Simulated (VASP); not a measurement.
# GeN2: single point with PBE+D3(BJ)

The system is GeN2, a sheet with vacuum.

```
Ge N
1.0
     3.12839    0.00000    0.00000
    -1.56419    2.70927    0.00000
     0.00000    0.00000   37.90309
Ge N
2 4
Direct
  0.66667 0.33333 0.23678
  0.00000 0.00000 0.34365
  0.00000 0.00000 0.29261
  0.33333 0.66667 0.22257
  0.66667 0.33333 0.28782
  0.33333 0.66667 0.35786
```

| Item | Value |
| --- | --- |
| Program | VASP 6.6.1 |
| Task | single point |
| Functional | PBE |
| Dispersion | D3(BJ) |
| Potentials or basis | VASP PAW PBE potentials, release 64 (Ge_d, N) |
| Cutoff | 520 eV |
| k mesh | 6 × 6 × 1 |
| Occupations | gaussian, width 0.1 eV |
| Spin | no spin polarisation |
| Dipole correction | yes |
| Further INCAR settings | ALGO = Normal; EDIFF = 1e-06; NBANDS = 33; NELMDL = -8 |

| Quantity | Value |
| --- | --- |
| Largest force | 0.021 eV/Å |
| Band gap on the k mesh | zero (band 24 reaches -1.44 eV, above the bottom of band 25 at -1.87 eV) |
| Dispersion energy per atom | -0.168 eV |

Forces in eV/Å, atoms in the order of the input:
```
Ge   0.000  0.000 -0.017
Ge   0.000  0.000  0.017
N    0.000  0.000  0.015
N    0.000  0.000  0.021
N    0.000  0.000 -0.015
N    0.000  0.000 -0.021
```

Levels at points of the mesh, in eV from the Fermi level:
```tsv
k point	band 21	band 22	band 23	band 24	band 25	band 26	band 27	band 28
(0.00, 0.00, 0.00)	-4.39	-4.39	-3.71	-2.26	-0.23	-0.16	0.37	0.37
(0.50, 0.00, 0.00)	-5.79	-4.36	-3.12	-2.71	0.90	1.48	2.44	2.96
```

Run time: 81 s on 1 thread of Intel(R) Xeon(R) Platinum 8559C (Emerald Rapids), on a shared host, peak memory 0.4 GiB.

Caveat: the k points lie up to 0.39 Å⁻¹ apart.
